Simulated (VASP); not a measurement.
# SnO (rock salt type) (Fm-3m) in VASP: further runs, part 2 of 2

VASP 6.6.1.

### 3 Single point, PBE

This run uses another cell than the first one, of 17.43 Å³/atom.

INCAR reads:

```
SYSTEM = SnO
PREC = Accurate
ENCUT = 520
EDIFF = 1E-6
ISMEAR = -1
SIGMA = 0.06122561905347299
LREAL = .FALSE.
LASPH = .TRUE.
NELM = 60
ALGO = Normal
ISIF = 2
LWAVE = .FALSE.
LCHARG = .TRUE.
GGA = PE
LELF = .TRUE.
LVHAR = .TRUE.
NBANDS = 17
```

KPOINTS reads:

```
Automatic mesh
0
G
  37 37 37
  0 0 0
```

POSCAR reads:

```
SnO
1.0
    0.0000000000      2.5928508873      2.5928508873
    2.5928508873      0.0000000000      2.5928508873
    2.5928508873      2.5928508873      0.0000000000
Sn O
1 1
Direct
    0.0000000000      0.0000000000      0.0000000000
    0.5000000000      0.5000000000      0.5000000000
```

Potentials or basis: VASP PAW PBE potentials, release 64 (Sn_d, O).

Started as:

```sh
> cat potpaw_PBE.64/Sn_d/POTCAR potpaw_PBE.64/O/POTCAR > POTCAR
> mpirun -np 1 vasp_std > vasp.out
```

OUTCAR:

```text
SYSTEM = SnO
   PREC = Accurate
   ENCUT = 520
   EDIFF = 1E-6
   ISMEAR = -1
   LREAL = .FALSE.
   LASPH = .TRUE.
   NELM = 60
   ISIF = 2
   GGA = PE

 ion  position               nearest neighbor table
   1  0.000  0.000  0.000-   2 2.59   2 2.59   2 2.59   2 2.59   2 2.59   2 2.59
   2  0.500  0.500  0.500-   1 2.59   1 2.59   1 2.59   1 2.59   1 2.59   1 2.59

  LATTYP: Found a face centered cubic cell.
 ALAT       =     5.1857017746

  Lattice vectors:

[... 664 lines left out ...]
 [... further k-points ...]

------------------------ aborting loop because EDIFF is reached ----------------------------------------

  FORCE on cell =-STRESS in cart. coord.  units (eV):
  Direction    XX          YY          ZZ          XY          YZ          ZX
  --------------------------------------------------------------------------------------
  -------------------------------------------------------------------------------------
  Total       -0.7382025     -0.7382025     -0.7382025      0.0000000      0.0000000     -0.0000000
  in kB      -33.9252833    -33.9252833    -33.9252833      0.0000000      0.0000000     -0.0000000
  external PRESSURE =     -33.9252833 kB  Pullay stress =       0.0000000 kB

 VOLUME and BASIS-vectors are now :
 -----------------------------------------------------------------------------
  energy-cutoff  :      520.00
  volume of cell :       34.86
      direct lattice vectors                 reciprocal lattice vectors
     0.000000000  2.592850887  2.592850887    -0.192837931  0.192837931  0.192837931
     2.592850887  0.000000000  2.592850887     0.192837931 -0.192837931  0.192837931
     2.592850887  2.592850887  0.000000000     0.192837931  0.192837931 -0.192837931

 POSITION                                       TOTAL-FORCE (eV/Angst)
 -----------------------------------------------------------------------------------
      0.00000      0.00000      0.00000         0.000000     -0.000000     -0.000000
      2.59285      2.59285      2.59285        -0.000000      0.000000      0.000000
 -----------------------------------------------------------------------------------
    total drift:                                0.000000      0.000000      0.000000

  FREE ENERGIE OF THE ION-ELECTRON SYSTEM (eV)
  ---------------------------------------------------
  free  energy   TOTEN  =       -10.4624502536 eV

  energy  without entropy=      -10.4613780647  energy(sigma->0) =      -10.46191416
```

OSZICAR:

```text
N       E                     dE             d eps       ncg     rms          rms(c)
DAV:   1     0.147828867098E+03    0.14783E+03   -0.10320E+04 46881   0.173E+03
DAV:   2     0.165529838981E+01   -0.14617E+03   -0.13930E+03 49946   0.389E+02
DAV:   3    -0.121102713796E+02   -0.13766E+02   -0.13679E+02 52059   0.105E+02
DAV:   4    -0.124065330231E+02   -0.29626E+00   -0.29609E+00 55584   0.163E+01
DAV:   5    -0.124140723411E+02   -0.75393E-02   -0.75387E-02 60696   0.251E+00    0.830E+00
DAV:   6    -0.108136534210E+02    0.16004E+01   -0.13448E+01 54505   0.431E+01    0.546E+00
DAV:   7    -0.104828574067E+02    0.33080E+00   -0.24161E+00 54697   0.815E+00    0.139E+00
DAV:   8    -0.104626564607E+02    0.20201E-01   -0.18304E-01 48441   0.331E+00    0.281E-01
DAV:   9    -0.104622223527E+02    0.43411E-03   -0.42518E-03 57328   0.542E-01    0.114E-01
DAV:  10    -0.104625577025E+02   -0.33535E-03   -0.99137E-04 58611   0.399E-01    0.694E-02
DAV:  11    -0.104624535426E+02    0.10416E-03   -0.16149E-04 61206   0.166E-01    0.119E-02
DAV:  12    -0.104624506697E+02    0.28729E-05   -0.18518E-05 59647   0.497E-02    0.472E-03
DAV:  13    -0.104624502536E+02    0.41611E-06   -0.37617E-06 37998   0.125E-02
   1 F= -.10462450E+02 E0= -.10461914E+02  d E =-.107219E-02
```

It took 17 min on 1 thread of Intel Xeon 8259CL, shared host; peak memory 0.79 GiB.

What came out:

```
Free energy            : -10.4625 eV
Pressure               : -3.4 GPa
Band gap on the k mesh : 0.05 eV
```

Caveat: the cell stands under tension; semilocal functionals underestimate gaps, and a narrow one can read as zero; spin-orbit coupling is left out, which moves the levels of the heavy elements; an odd mesh through Γ misses points on the zone boundary, where band edges can lie.

### 4 Single point, PBE

This run uses another cell than the first one, of 16.09 Å³/atom.

INCAR reads:

```
  PREC = Accurate
  ENCUT = 520
  EDIFF = 1E-6
  ISMEAR = -1
  SIGMA = 0.06122561905347299
  LREAL = False
  LASPH = True
  NELM = 60
  ALGO = Normal
  ISIF = 2
  LWAVE = False
  LCHARG = False
  GGA = PE
  NBANDS = 17
```

KPOINTS reads:

```
Automatic mesh
0
Gamma
  37 37 37
```

POSCAR reads:

```
SnO
1.0
    0.0000000000      2.5245860192      2.5245860192
    2.5245860192      0.0000000000      2.5245860192
    2.5245860192      2.5245860192      0.0000000000
Sn O
1 1
Direct
    0.0000000000      0.0000000000      0.0000000000
    0.5000000000      0.5000000000      0.5000000000
```

Potentials or basis: VASP PAW PBE potentials, release 64 (Sn_d, O).

Started as:

```sh
> cat potpaw_PBE.64/Sn_d/POTCAR potpaw_PBE.64/O/POTCAR > POTCAR
> mpirun -np 1 vasp_std > vasp.out
```

OUTCAR:

```text
PREC = Accurate
   ENCUT = 520
   EDIFF = 1E-6
   ISMEAR = -1
   LREAL = False
   LASPH = True
   NELM = 60
   ISIF = 2
   GGA = PE

 ion  position               nearest neighbor table
   1  0.000  0.000  0.000-   2 2.52   2 2.52   2 2.52   2 2.52   2 2.52   2 2.52
   2  0.500  0.500  0.500-   1 2.52   1 2.52   1 2.52   1 2.52   1 2.52   1 2.52

  LATTYP: Found a face centered cubic cell.
 ALAT       =     5.0491720384

  Lattice vectors:

[... 665 lines left out ...]

------------------------ aborting loop because EDIFF is reached ----------------------------------------

  FORCE on cell =-STRESS in cart. coord.  units (eV):
  Direction    XX          YY          ZZ          XY          YZ          ZX
  --------------------------------------------------------------------------------------
  -------------------------------------------------------------------------------------
  Total        0.8195703      0.8195703      0.8195703     -0.0000000     -0.0000000     -0.0000000
  in kB       40.8033918     40.8033918     40.8033918     -0.0000000     -0.0000000     -0.0000000
  external PRESSURE =      40.8033918 kB  Pullay stress =       0.0000000 kB

 VOLUME and BASIS-vectors are now :
 -----------------------------------------------------------------------------
  energy-cutoff  :      520.00
  volume of cell :       32.18
      direct lattice vectors                 reciprocal lattice vectors
     0.000000000  2.524586019  2.524586019    -0.198052273  0.198052273  0.198052273
     2.524586019  0.000000000  2.524586019     0.198052273 -0.198052273  0.198052273
     2.524586019  2.524586019  0.000000000     0.198052273  0.198052273 -0.198052273

 POSITION                                       TOTAL-FORCE (eV/Angst)
 -----------------------------------------------------------------------------------
      0.00000      0.00000      0.00000        -0.000000      0.000000     -0.000000
      2.52459      2.52459      2.52459         0.000000     -0.000000      0.000000
 -----------------------------------------------------------------------------------
    total drift:                                0.000000      0.000000      0.000000

  FREE ENERGIE OF THE ION-ELECTRON SYSTEM (eV)
  ---------------------------------------------------
  free  energy   TOTEN  =       -10.4574613814 eV

  energy  without entropy=      -10.4563585741  energy(sigma->0) =      -10.45690998
```

Wall time 20 min (1 thread of Intel Xeon 8259CL, shared host); peak memory 0.75 GiB.

Results:

| Property | Result |
| --- | --- |
| Free energy | -10.4575 eV |
| Pressure | 4.1 GPa |
| Band gap on the k mesh | 0.10 eV |

Levels at points of the mesh, in eV from the valence-band top:
```csv
k point,band 7,band 8,band 9,band 10,band 11,band 12,band 13,band 14
"(0.00, 0.00, 0.00)",-6.83,-3.50,-3.50,-3.50,7.75,7.75,7.75,10.00
```

Caveat: the cell stands under pressure; semilocal functionals underestimate gaps, and a narrow one can read as zero; spin-orbit coupling is left out, which moves the levels of the heavy elements; an odd mesh through Γ misses points on the zone boundary, where band edges can lie.

### 5 The runs side by side

```csv
cell,gap on the mesh (eV),pressure (GPa)
"a = 3.545 Å, angles 60.0°, 2 atoms",0.06,6.5
"a = 3.667 Å, angles 60.0°, 2 atoms",0.05,-3.4
"a = 3.570 Å, angles 60.0°, 2 atoms",0.10,4.1
```

Alike in all rows: task single point; level PBE; potentials or basis VASP PAW PBE potentials, release 64 (Sn_d, O); no spin polarisation; k mesh 37 × 37 × 37; cutoff (eV) 520; smearing fermi-dirac 0.0612256 eV.

Caveats: semilocal functionals underestimate gaps, and a narrow one can read as zero; spin-orbit coupling is left out, which moves the levels of the heavy elements; an odd mesh through Γ misses points on the zone boundary, where band edges can lie; the cell stands under pressure (at least some runs); the cell stands under tension (at least some runs).

Total energies depend on the potentials used, so only differences within one code and one set of settings carry meaning.
